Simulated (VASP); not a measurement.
# Be12Al in VASP: a series of runs

Be12Al is run at these levels: PBE; tasks: single point.

Program: VASP 6.6.1. These are calculated values, not measurements. Logs are shortened: lines on timing, memory, paths and dates and some standing lists are left out, and cuts for length are marked.

### Step 1. The cell of the first run

The cell holds a slab with vacuum, 13 atoms: a = 4.580 Å, b = 4.580 Å, c = 16.588 Å, α = 90.00°, β = 90.00°, γ = 60.00°.

### Step 2. Single point, PBE

INCAR

```
PREC = Accurate
ENCUT = 520
EDIFF = 1E-6
ISMEAR = -1
SIGMA = 0.05
LREAL = F
LASPH = T
NELM = 60
ALGO = Normal
ISIF = 2
LWAVE = F
LCHARG = F
GGA = PE
NBANDS = 26
```

KPOINTS

```
Automatic mesh
0
Gamma
  3 3 1
```

POSCAR

```
Be12Al
1.0
    4.5800000000      0.0000000000      0.0000000000
    2.2900000000      3.9663960000      0.0000000000
    0.0000000000      0.0000000000     16.5884300000
Be Al
12 1
Direct
    0.0000000000      0.0000000000      0.0602829804
    0.5000000000      0.0000000000      0.0602829804
   -0.0000002521      0.5000005042      0.0602829804
    0.4999997479      0.5000005042      0.0602829804
   -0.1597737707      0.3463597684      0.1611725763
    0.3498661715      0.3344597968      0.1686838357
   -0.1754940556      0.8109881111      0.1590988418
    0.2971262209      0.8377126238      0.1709143059
    0.0004377754      0.0265480300      0.2707549780
    0.4809757595      0.0092275204      0.2855604780
    0.0030052172      0.5160856354      0.2677769988
    0.4804665150      0.5367088914      0.2843126203
    0.1646590261      0.7172758343      0.4035704404
```

Potentials or basis: VASP PAW PBE potentials, release 64 (Be, Al).

Command:

```bash
cat potpaw_PBE.64/Be/POTCAR potpaw_PBE.64/Al/POTCAR > POTCAR
mpirun -np 1 vasp_std > vasp.out
```

OUTCAR:

```text
PREC = Accurate
   ENCUT = 520
   EDIFF = 1E-6
   ISMEAR = -1
   LREAL = F
   LASPH = T
   NELM = 60
   ISIF = 2
   GGA = PE

 ion  position               nearest neighbor table
   1  0.000  0.000  0.060-   5 2.17   8 2.18   7 2.19   4 2.29   3 2.29   2 2.29   2 2.29   4 2.29
                             3 2.29
   2  0.500  0.000  0.060-   7 2.09   6 2.24   3 2.29   4 2.29   1 2.29   1 2.29   3 2.29   4 2.29
                             8 2.34
   3  1.000  0.500  0.060-   7 2.05   5 2.08   6 2.27   2 2.29   1 2.29   4 2.29   4 2.29   1 2.29
                             2 2.29
   4  0.500  0.500  0.060-   5 2.15   6 2.19   8 2.28   2 2.29   1 2.29   3 2.29   3 2.29   2 2.29
                             1 2.29
   5  0.840  0.346  0.161-   3 2.08   7 2.09   4 2.15   1 2.17  11 2.21   9 2.22   8 2.23   6 2.28
                             6 2.31   8 2.38
   6  0.350  0.334  0.169-  11 2.14   4 2.19   8 2.19   2 2.24   3 2.27   5 2.28   7 2.30   7 2.31
                             5 2.31  10 2.33  12 2.33
   7  0.825  0.811  0.159-   3 2.05   2 2.09   5 2.09  11 2.15   1 2.19   8 2.24   6 2.30   6 2.31
                             8 2.36
   8  0.297  0.838  0.171-   9 2.04   1 2.18   6 2.19   5 2.23  12 2.23   7 2.24   4 2.28   2 2.34
                             7 2.36  10 2.37   5 2.38
   9  0.000  0.027  0.271-   8 2.04  10 2.18   5 2.22  12 2.23  11 2.25  11 2.33  12 2.37  13 2.52

  10  0.481  0.009  0.286-  12 2.17   9 2.18  11 2.28   6 2.33  11 2.35   8 2.37
  11  0.003  0.516  0.268-   6 2.14   7 2.15   5 2.21   9 2.25  12 2.25  10 2.28   9 2.33  10 2.35
                            12 2.36  13 2.67
  12  0.480  0.537  0.284-  10 2.17   9 2.23   8 2.23  11 2.25   6 2.33  13 2.34  11 2.36   9 2.37

  13  0.165  0.717  0.404-  12 2.34   9 2.52  11 2.67

  LATTYP: Found a hexagonal cell.
 ALAT       =     4.5799996975
 C/A-ratio  =     3.6219281868

  Lattice vectors:

 A1 = (  -2.2900000000,  -3.9663960000,   0.0000000000)
 A2 = (   4.5800000000,   0.0000000000,   0.0000000000)
 A3 = (   0.0000000000,   0.0000000000,  16.5884300000)

Analysis of symmetry for initial positions (statically):
=====================================================================
 Subroutine PRICEL returns:
 Original cell was already a primitive cell.

 Routine SETGRP: Setting up the symmetry group for a
 hexagonal supercell.

 Subroutine GETGRP returns: Found  1 space group operations
 (whereof  1 operations were pure point group operations)
 out of a pool of 24 trial point group operations.

The static configuration has the point symmetry C_1 .

Analysis of symmetry for dynamics (positions and initial velocities):
=====================================================================
 Subroutine PRICEL returns:
 Original cell was already a primitive cell.

 Routine SETGRP: Setting up the symmetry group for a
 hexagonal supercell.

 Subroutine GETGRP returns: Found  1 space group operations
 (whereof  1 operations were pure point group operations)
 out of a pool of 24 trial point group operations.

The dynamic configuration has the point symmetry C_1 .

 Subroutine INISYM returns: Found  1 space group operations
 (whereof  1 operations are pure point group operations),
 and found     1 'primitive' translations

----------------------------------------------------------------------------------------

                                     Primitive cell

  volume of cell :     301.3470

  direct lattice vectors                    reciprocal lattice vectors
     4.580000000  0.000000000  0.000000000     0.218340611 -0.126059022  0.000000000
     2.290000000  3.966396000  0.000000000     0.000000000  0.252118044  0.000000000
     0.000000000  0.000000000 16.588430000     0.000000000  0.000000000  0.060282980

  length of vectors
     4.580000000  4.579999697 16.588430000     0.252118027  0.252118044  0.060282980

  position of ions in fractional coordinates (direct lattice)
     0.000000000  0.000000000  0.060282980
     0.500000000  0.000000000  0.060282980
     0.999999748  0.500000504  0.060282980
     0.499999748  0.500000504  0.060282980
     0.840226229  0.346359768  0.161172576
     0.349866171  0.334459797  0.168683836
     0.824505944  0.810988111  0.159098842
     0.297126221  0.837712624  0.170914306
     0.000437775  0.026548030  0.270754978
     0.480975759  0.009227520  0.285560478
     0.003005217  0.516085635  0.267776999
     0.480466515  0.536708891  0.284312620
[... 29 lines left out ...]
     0.072780204 -0.042019674  0.000000000     0.333333333  0.000000000  0.000000000
     0.000000000  0.084039348  0.000000000     0.000000000  0.333333333  0.000000000
     0.000000000  0.000000000  0.060282980     0.000000000  0.000000000  1.000000000

  Length of vectors
     0.084039342  0.084039348  0.060282980

  Shift w.r.t. Gamma in fractional coordinates (k-lattice)
     0.000000000  0.000000000  0.000000000

 Subroutine IBZKPT returns following result:
 ===========================================

 Found      5 irreducible k-points:

 Following reciprocal coordinates:
            Coordinates               Weight
  0.000000  0.000000  0.000000      1.000000
  0.333333  0.000000  0.000000      2.000000
  0.333333  0.333333  0.000000      2.000000
  0.000000  0.333333  0.000000      2.000000
 -0.333333  0.333333  0.000000      2.000000
   k-points           NKPTS =      5   k-points in BZ     NKDIM =      5   number of bands    NBANDS=     26
   number of dos      NEDOS =    301   number of ions     NIONS =     13
   total plane-waves  NPLWV = 163296
   dimension x,y,z NGX =    36 NGY =   36 NGZ =  126
   dimension x,y,z NGXF=    72 NGYF=   72 NGZF=  252
   ions per type =              12   1
   NGX,Y,Z   is equivalent  to a cutoff of  13.07, 13.07, 12.63 a.u.
   NGXF,Y,Z  is equivalent  to a cutoff of  26.13, 26.13, 25.25 a.u.
 SYSTEM =  unknown system
   PREC   = accura    normal or accurate (medium, high low for compatibility)
   ISTART =      0    job   : 0-new  1-cont  2-samecut
   ICHARG =      2    charge: 1-file 2-atom 10-const
   ISPIN  =      1    spin polarized calculation?
   LNONCOLLINEAR =      F non collinear calculations
   LSORBIT =      F    spin-orbit coupling
   LASPH  =      T    aspherical Exc in radial PAW
   ENCUT  =  520.0 eV  38.22 Ry    6.18 a.u.   8.52  8.52 30.84*2*pi/ulx,y,z
   NELM   =     60;   NELMIN=  2; NELMDL= -5     # of ELM steps
   EDIFF  = 0.1E-05   stopping-criterion for ELM
   LREAL  =      F    real-space projection
   EDIFFG = 0.1E-04   stopping-criterion for IOM
   NSW    =      0    number of steps for IOM
   IBRION =     -1    ionic relax: 0-MD 1-quasi-New 2-CG
   NFREE  =      0    steps in history (QN), initial steepest desc. (CG)
   ISIF   =      2    stress and relaxation
   ISYM   =      2    0-nonsym 1-usesym 2-fastsym
   POTIM  = 0.5000    time-step for ionic-motion
   TEBEG  =    0.0;   TEEND  =   0.0 temperature during run
   PSTRESS=    0.0 pullay stress
   NELECT =      27.0000    total number of electrons
   NUPDOWN=      -1.0000    fix difference up-down
   EMIN   =  10.00;   EMAX   =-10.00  energy-range for DOS
   EFERMI =   0.00;   METHOD = LEGACY
   ISMEAR =    -1;   SIGMA  =   0.05  broadening in eV -4-tet -1-fermi 0-gaus
   EFERMI_NEDOS =   21; number of points for ismear=-14 and -15
   IALGO  =     38    algorithm
   IMIX   =      4    mixing-type and parameters
     AMIX     =   0.40;   BMIX     =  1.00
     AMIX_MAG =   1.60;   BMIX_MAG =  1.00
  volume/ion in A,a.u.               =      23.18       156.43
  Fermi-wavevector in a.u.,A,eV,Ry     =   0.732555  1.384329  7.301395  0.536637
  Thomas-Fermi vector in A             =   1.825047
   LORBIT       =      0    0 simple, 1 ext, 2 COOP (PROOUT), +10 PAW based schemes
   GGA     = PE    functional components
   LHFCALC =     F    Hartree Fock is set to
   AEXX    =    0.0000 exact exchange contribution
   IVDW    =     0    specifies the selected vdW correction
   LEPSILON=     F    determine dielectric tensor
   LRPA    =     F    only Hartree local field effects (RPA)
 non-spin polarized calculation
  energy-cutoff  :      520.00
  volume of cell :      301.35
 maximum number of plane-waves:      8143
 NGX is ok and might be reduce to    36
   NGX = 17   NGY = 17   NGZ = 61

 number of electron      27.0000000 magnetization

 Free energy of the ion-electron system (eV)
  ---------------------------------------------------
  ext. energy  EPLUGINS =         0.00000000
  ---------------------------------------------------
  free energy    TOTEN  =       -43.33418861 eV

  energy without entropy =      -43.30754413  energy(sigma->0) =      -43.32086637

 E-fermi :  -0.5172     XC(G=0):  -5.4211

 val. band max:       -0.6027503415   @ k =   0.3333   0.0000   0.0000
 cond. band min:      -0.3549321040   @ k =  -0.3333   0.3333   0.0000
 fundamental gap:      0.2478182375
 Fermi energy:        -0.5171648782

 k-point     1 :       0.0000    0.0000    0.0000
  band No.  band energies     occupation
      1     -10.2001      2.00000
      2      -8.3673      2.00000
      3      -6.0404      2.00000
      4      -4.0957      2.00000
      5      -3.9671      2.00000
      6      -3.9256      2.00000
[... 129 lines left out ...]
     24       5.5495      0.00000
     25       5.6478      0.00000
 [bands above 25 left out]

------------------------ aborting loop because EDIFF is reached ----------------------------------------

  FORCE on cell =-STRESS in cart. coord.  units (eV):
  Direction    XX          YY          ZZ          XY          YZ          ZX
  --------------------------------------------------------------------------------------
  -------------------------------------------------------------------------------------
  Total       -8.4680343     -6.5485436      2.4608614     -0.3505481     -0.6064629     -0.9080044
  in kB      -45.0221630    -34.8167693     13.0837099     -1.8637659     -3.2243929     -4.8276050
  external PRESSURE =     -22.2517408 kB  Pullay stress =       0.0000000 kB

 VOLUME and BASIS-vectors are now :
 -----------------------------------------------------------------------------
  energy-cutoff  :      520.00
  volume of cell :      301.35
      direct lattice vectors                 reciprocal lattice vectors
     4.580000000  0.000000000  0.000000000     0.218340611 -0.126059022  0.000000000
     2.290000000  3.966396000  0.000000000     0.000000000  0.252118044  0.000000000
     0.000000000  0.000000000 16.588430000     0.000000000  0.000000000  0.060282980

 POSITION                                       TOTAL-FORCE (eV/Angst)
 -----------------------------------------------------------------------------------
      0.00000      0.00000      1.00000        -0.045140     -0.039434     -0.248466
      2.29000      0.00000      1.00000        -0.386826      0.138569     -0.212099
      5.72500      1.98320      1.00000         0.355032     -0.238560     -0.647419
      3.43500      1.98320      1.00000        -0.089302      0.247500     -0.009012
      4.64140      1.37380      2.67360        -0.655252     -0.400333      0.809338
      2.36830      1.32660      2.79820        -0.379382     -0.192154     -0.120723
      5.63340      3.21670      2.63920         0.551238      1.023936      1.034631
      3.27920      3.32270      2.83520         1.155069     -0.280021     -0.577637
      0.06280      0.10530      4.49140        -1.006716      0.066274      0.200784
      2.22400      0.03660      4.73700         0.672167      0.238987     -0.288631
      1.19560      2.04700      4.44200        -0.220584      0.199262      0.549526
      3.42960      2.12880      4.71630         0.340428     -0.902364     -0.998206
      2.39670      2.84500      6.69460        -0.290733      0.138338      0.507914
 -----------------------------------------------------------------------------------
    total drift:                                0.000001      0.000002      0.000048

  FREE ENERGIE OF THE ION-ELECTRON SYSTEM (eV)
  ---------------------------------------------------
  free  energy   TOTEN  =       -43.3341886140 eV

  energy  without entropy=      -43.3075441281  energy(sigma->0) =      -43.32086637
```

It took 79 s on 1 thread of AMD EPYC 7R13 (Zen 3), shared host; peak memory 0.35 GiB.

Results:

```
Free energy   : -43.3342 eV
Largest force : 1.557 eV/Å
```

Forces in eV/Å, atoms in the order of the input:
```
Be  -0.045 -0.039 -0.248
Be  -0.387  0.139 -0.212
Be   0.355 -0.239 -0.647
Be  -0.089  0.247 -0.009
Be  -0.655 -0.400  0.809
Be  -0.379 -0.192 -0.121
Be   0.551  1.024  1.035
Be   1.155 -0.280 -0.578
Be  -1.007  0.066  0.201
Be   0.672  0.239 -0.289
Be  -0.221  0.199  0.550
Be   0.340 -0.902 -0.998
Al  -0.291  0.138  0.508
```

Caveat: the k points lie up to 0.53 Å⁻¹ apart.

### Step 3. Single point, PBE

INCAR

```
PREC     = Accurate       # precision mode
ENCUT    = 520            # plane-wave cutoff, eV
EDIFF    = 1E-6           # SCF threshold, eV
ISMEAR   = -1             # smearing method
SIGMA    = 0.05           # smearing width, eV
LREAL    = False          # projectors in reciprocal space
LASPH    = True           # aspherical terms in the spheres
NELM     = 60             # most SCF steps
ALGO     = Normal         # electronic algorithm
ISIF     = 2              # what is computed and relaxed
LWAVE    = False          # write WAVECAR
LCHARG   = True           # write CHGCAR
GGA      = PE             # functional
LELF     = True           # ELF
LVHAR    = True         
NBANDS   = 26             # bands
```

KPOINTS

```
regular mesh
0
Gamma
  3 3 1
```

POSCAR

```
Be12Al
1.0
    4.5800000000      0.0000000000      0.0000000000
    2.2900000000      3.9663960000      0.0000000000
    0.0000000000      0.0000000000     16.5884300000
Be Al
12 1
Direct
    0.0000000000      0.0000000000      0.0602829804
    0.5000000000      0.0000000000      0.0602829804
   -0.0000002521      0.5000005042      0.0602829804
    0.4999997479      0.5000005042      0.0602829804
   -0.1344300925      0.3140130234      0.2078316031
    0.3871624100      0.2814393722      0.1785883293
   -0.1913861881      0.8480998872      0.1796312249
    0.3563977821      0.8137109860      0.1729036443
   -0.0206198659     -0.0269262071      0.2997028652
    0.5107580403     -0.0310357312      0.3239064818
    0.0179393547      0.4535099370      0.3351673425
    0.5618193697      0.4505097323      0.3456867226
    0.1526673936      0.7936171779      0.4473238275
```

Potentials or basis: VASP PAW PBE potentials, release 64 (Be, Al).

Command:

```bash
cat potpaw_PBE.64/Be/POTCAR potpaw_PBE.64/Al/POTCAR > POTCAR
mpirun -np 1 vasp_std > vasp.out
```

It took 78 s on 1 thread of AMD EPYC 7R13 (Zen 3), shared host; peak memory 0.36 GiB.

It converged, with:

```yaml
Free_energy: -42.2621 eV
Largest_force: 1.718 eV/Å
```

Forces in eV/Å, atoms in the order of the input:
```
Be  -0.100  0.239 -0.022
Be   0.158 -0.030  0.287
Be  -0.075 -0.188  0.275
Be   0.174 -0.418  0.013
Be  -0.228  0.613 -0.923
Be  -0.793  1.455  0.454
Be   1.014 -1.334  0.333
Be  -0.212  0.167  0.595
Be   0.773 -0.622  0.407
Be  -0.029 -0.388 -0.037
Be   0.557  0.202 -0.376
Be  -1.097 -0.057 -0.667
Al  -0.141  0.360 -0.340
```

Levels at points of the mesh, in eV from the Fermi level:
```tsv
k point	band 10	band 11	band 12	band 13	band 14	band 15	band 16	band 17	band 18	band 19
(0.00, 0.00, 0.00)	-1.65	-1.46	-1.28	-1.06	-1.00	1.49	1.64	2.13	2.31	2.86
```

Caveat: the k points lie up to 0.53 Å⁻¹ apart.

### Step 4. Single point, PBE

INCAR

```
ALGO     = Normal         # electronic algorithm
EDIFF    = 1E-6           # SCF threshold, eV
ENCUT    = 520            # plane-wave cutoff, eV
GGA      = PE             # functional
ISIF     = 2              # what is computed and relaxed
ISMEAR   = -1             # smearing method
LASPH    = T              # aspherical terms in the spheres
LCHARG   = F              # write CHGCAR
LREAL    = F              # projectors in reciprocal space
LWAVE    = F              # write WAVECAR
NBANDS   = 26             # bands
NELM     = 100            # most SCF steps
PREC     = Accurate       # precision mode
SIGMA    = 0.05           # smearing width, eV
```

KPOINTS

```
k-points
0
Gamma
  3 3 1
```

POSCAR

```
Be12Al
1.0
    4.5800000000      0.0000000000      0.0000000000
    2.2900000000      3.9663960000      0.0000000000
    0.0000000000      0.0000000000     16.5884300000
Be Al
12 1
Direct
    0.0000000000      0.0000000000      0.0602829804
    0.5000000000      0.0000000000      0.0602829804
   -0.0000002521      0.5000005042      0.0602829804
    0.4999997479      0.5000005042      0.0602829804
   -0.1819499540      0.3540745806      0.1780397542
    0.2775246260      0.4236843724      0.1906991801
   -0.2006724141      0.9071963566      0.2241019795
    0.3993111535      0.7972728895      0.1677856193
    0.1669391754     -0.2704722373      0.3233337935
    0.6446825593     -0.2768760356      0.3828994064
    0.2556030114      0.1950385186      0.3246660474
    0.6676622687      0.2672955499      0.2909377198
   -0.0583938296      1.1538182269      0.4377026638
```

Command:

```bash
cat potpaw_PBE.64/Be/POTCAR potpaw_PBE.64/Al/POTCAR > POTCAR
mpirun -np 1 vasp_std > vasp.out
```

Run time: 87 s. Hardware: 1 thread of AMD EPYC 7R13 (Zen 3), shared host; peak memory 0.35 GiB.

It converged, with:

```
Free energy   : -41.0886 eV
Largest force : 2.918 eV/Å
```

Forces on the atoms (eV/Å):
```
Be   0.064 -0.175 -0.024
Be   0.267  0.461 -0.219
Be   0.132  0.127  0.283
Be  -0.334 -0.076  0.211
Be   0.573 -0.668 -0.352
Be   0.567 -1.203  0.313
Be  -0.781 -2.080 -1.826
Be  -0.724  1.840  0.732
Be   0.217  0.073  0.137
Be   0.414 -0.025 -0.625
Be  -0.586  0.265 -0.683
Be   0.508  1.815  2.228
Al  -0.316 -0.355 -0.173
```

Levels at points of the mesh, in eV from the Fermi level:
| k point | band 12 | band 13 | band 14 | band 15 | band 16 | band 17 |
| --- | --- | --- | --- | --- | --- | --- |
| (0.00, 0.00, 0.00) | -1.29 | -0.76 | -0.69 | 1.07 | 1.26 | 1.54 |

Caveat: the k points lie up to 0.53 Å⁻¹ apart.
